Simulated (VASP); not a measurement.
# Mg (P6_3/mmc) in VASP: a series of runs, part 2 of 2

VASP 6.6.1.

## 4. Single point, BLYP

This run uses another cell than the first one, of 23.55 Å³/atom, 0.993 times its volume.

INCAR

```
SYSTEM = Mg
PREC = Accurate
ENCUT = 520
EDIFF = 1E-7
ISMEAR = -1
SIGMA = 0.05
LREAL = .False.
LASPH = .True.
NELM = 80
ALGO = Normal
ISIF = 2
LWAVE = .False.
LCHARG = .False.
GGA = B5
ALDAX = 1.0
AGGAX = 1.0
AGGAC = 1.0
ALDAC = 0.0
NBANDS = 9
```

KPOINTS

```
regular mesh
0
Gamma
  10 10 5
  0 0 0
```

POSCAR

```
Mg
1.0
    3.1804685019      0.0000000000      0.0000000000
   -1.5902342510      2.7543665186      0.0000000000
    0.0000000000      0.0000000000      5.3760891695
Mg
2
Direct
    0.6666666667      0.3333333333      0.7500000000
    0.3333333333      0.6666666667      0.2500000000
```

Run with:

```bash
> cat potpaw_PBE.64/Mg/POTCAR > POTCAR
> mpirun -np 1 vasp_std > vasp.out
```

It took 15 s on 1 thread of Intel Xeon Platinum 8488C (Sapphire Rapids), shared host; peak memory 0.16 GiB.

It converged, with:

```
Free energy            : -1.4944 eV
Pressure               : 0.0 GPa
Band gap on the k mesh : zero (band 2 reaches 3.49 eV, above the bottom of band 3 at 1.25 eV)
```

Levels at points of the mesh, in eV from the Fermi level:
| k point | band 1 | band 2 | band 3 | band 4 | band 5 |
| --- | --- | --- | --- | --- | --- |
| (0.00, 0.00, 0.00) | -6.86 | -1.79 | -1.75 | 11.15 | 11.15 |
| (0.50, 0.00, 0.00) | -2.06 | -1.99 | 2.55 | 2.83 | 3.03 |

Caveat: the PAW data sets were made with another functional, which shifts forces and pressure a little.

## 5. Single point, PBEsol

INCAR

```
SYSTEM = Mg
PREC = Accurate
ENCUT = 520
EDIFF = 1E-6
ISMEAR = -1
SIGMA = 0.05
LREAL = .FALSE.
LASPH = .TRUE.
NELM = 80
ALGO = Normal
ISIF = 2
LWAVE = .FALSE.
LCHARG = .FALSE.
GGA = PS
NBANDS = 9
```

KPOINTS

```
regular mesh
0
G
  10 10 5
  0 0 0
```

POSCAR

```
Mg
1.0
    3.2305542618      0.0000000000      0.0000000000
   -1.6152771309      2.7977420591      0.0000000000
    0.0000000000      0.0000000000      5.2448063036
Mg
2
Direct
    0.6666666667      0.3333333333      0.7500000000
    0.3333333333      0.6666666667      0.2500000000
```

Run with:

```bash
> cat potpaw_PBE.64/Mg/POTCAR > POTCAR
> mpirun -np 1 vasp_std > vasp.out
```

Wall time 12 s (1 thread of Intel Xeon Platinum 8488C (Sapphire Rapids), shared host); peak memory 0.16 GiB.

Results (log left out):

| Property | Result |
| --- | --- |
| Free energy | -3.4287 eV |
| Pressure | -1.7 GPa |
| Band gap on the k mesh | zero (band 2 reaches 3.09 eV, above the bottom of band 3 at 1.19 eV) |

Stress tensor (GPa, compression positive):
```
-2.12  0.00  0.00
 0.00 -2.12  0.00
 0.00  0.00 -0.93
```

Levels at points of the mesh, in eV from the Fermi level:
| k point | band 1 | band 2 | band 3 | band 4 | band 5 |
| --- | --- | --- | --- | --- | --- |
| (0.00, 0.00, 0.00) | -6.82 | -1.66 | -1.27 | 10.72 | 10.72 |
| (0.50, 0.00, 0.00) | -2.13 | -2.12 | 2.59 | 2.98 | 3.16 |

Caveat: the PAW data sets were made with another functional, which shifts forces and pressure a little.

## 6. Relaxation of cell and atoms, PBEsol+D3(BJ)

This run uses another cell than the first one, of 23.24 Å³/atom, 0.980 times its volume.

INCAR

```
PREC = Accurate
ENCUT = 600
EDIFF = 1E-6
ISMEAR = -1
SIGMA = 0.05
LREAL = F
LASPH = T
NELM = 60
ALGO = Normal
ISIF = 3
LWAVE = F
LCHARG = F
GGA = PS
IVDW = 12
IBRION = 2
NSW = 80
EDIFFG = -0.01
```

KPOINTS

```
regular mesh
0
Gamma
  10 10 5
```

POSCAR

```
Mg
1.0
    3.2093000000      0.0000000000      0.0000000000
   -1.6046500000      2.7793353284      0.0000000000
    0.0000000000      0.0000000000      5.2103000000
Mg
2
Direct
    0.6666666667      0.3333333333      0.7500000000
    0.3333333333      0.6666666667      0.2500000000
```

Potentials or basis: VASP PAW PBE potentials, release 64 (Mg).

Run with:

```bash
> cat potpaw_PBE.64/Mg/POTCAR > POTCAR
> mpirun -np 1 vasp_std > vasp.out
```

Run time: 38 s. Hardware: 1 thread of AMD EPYC 7R13 (Zen 3), shared host; peak memory 0.16 GiB.

Results (log left out):

| Item | Value |
| --- | --- |
| Free energy | -3.9942 eV |
| Relaxed volume | 21.40 Å³/atom |
| Relaxed cell | a = 3.094 Å, b = 3.094 Å, c = 5.161 Å, α = 90.00°, β = 90.00°, γ = 120.00° |
| Space group after relaxing (to 0.05 Å) | P6_3/mmc (No. 194) |
| Energy gained by relaxing | 20.5 meV/atom |
| Ionic steps | 10 |
| Pressure after relaxing | 0.0 GPa |
| Band gap on the k mesh | zero (band 2 reaches 3.51 eV, above the bottom of band 3 at 1.48 eV) |
| Dispersion energy per atom | -0.281 eV |

Step by step:
| step | energy change (eV) | largest force (eV/Å) | pressure (GPa) | volume (Å³) |
| --- | --- | --- | --- | --- |
| 1 | 0.0000 | 0.0000 | -2.97 | 46.47 |
| 2 | -0.0364 | 0.0000 | -0.83 | 43.64 |
| 3 | -0.0393 | 0.0000 | 0.03 | 42.72 |
| 4 | -0.0393 | 0.0000 | 0.10 | 42.65 |
| 5 | -0.0403 | 0.0000 | 0.10 | 42.66 |
| 6 | -0.0400 | 0.0000 | 0.11 | 42.71 |
| 7 | -0.0410 | 0.0000 | 0.10 | 42.68 |
| 8 | -0.0410 | 0.0000 | 0.10 | 42.69 |
| 9 | -0.0410 | 0.0000 | 0.10 | 42.69 |
| 10 | -0.0410 | 0.0000 | -0.01 | 42.80 |

Final structure:
```
CELL_PARAMETERS angstrom
3.09442 0.00000 0.00000
-1.54721 2.67985 0.00000
0.00000 0.00000 5.16135
ATOMIC_POSITIONS crystal
Mg 0.66667 0.33333 0.75000
Mg 0.33333 0.66667 0.25000
```

Levels at points of the mesh, in eV from the Fermi level:
| k point | band 1 | band 2 | band 3 | band 4 | band 5 | band 6 |
| --- | --- | --- | --- | --- | --- | --- |
| (0.00, 0.00, 0.00) | -7.29 | -2.00 | -1.54 | 11.58 | 11.58 | 11.91 |
| (0.50, 0.00, 0.00) | -2.25 | -2.14 | 2.68 | 2.93 | 3.24 | 3.72 |

Caveat: the PAW data sets were made with another functional, which shifts forces and pressure a little; pairwise dispersion overbinds metals, which lowers pressure and volume.

## 7. The runs side by side

```tsv
task	level	cell	cutoff (eV)	gap on the mesh (eV)	pressure (GPa)
single point	RPBE+D4	a = 3.231, b = 3.231, c = 5.245 Å, angles 90.0, 90.0, 120.0°, 2 atoms	520	none	-2.1
single point	RPBE+D4	a = 3.252, b = 3.252, c = 5.279 Å, angles 90.0, 90.0, 120.0°, 2 atoms	520	none	-2.6
single point	BLYP	a = 3.180, b = 3.180, c = 5.376 Å, angles 90.0, 90.0, 120.0°, 2 atoms	520	none	0.0
single point	PBEsol	a = 3.231, b = 3.231, c = 5.245 Å, angles 90.0, 90.0, 120.0°, 2 atoms	520	none	-1.7
relaxation of cell and atoms	PBEsol+D3(BJ)	relaxed from a = 3.209, b = 3.209, c = 5.210 Å, angles 90.0, 90.0, 120.0°, 2 atoms	600	none	0.0
```

Alike in all rows: potentials or basis VASP PAW PBE potentials, release 64 (Mg); no spin polarisation; k mesh 10 × 10 × 5; smearing fermi-dirac 0.05 eV.

Caveats: the PAW data sets were made with another functional, which shifts forces and pressure a little; pairwise dispersion overbinds metals, which lowers pressure and volume (some runs).

Total energies depend on the potentials used, so only differences within one code and one set of settings carry meaning.
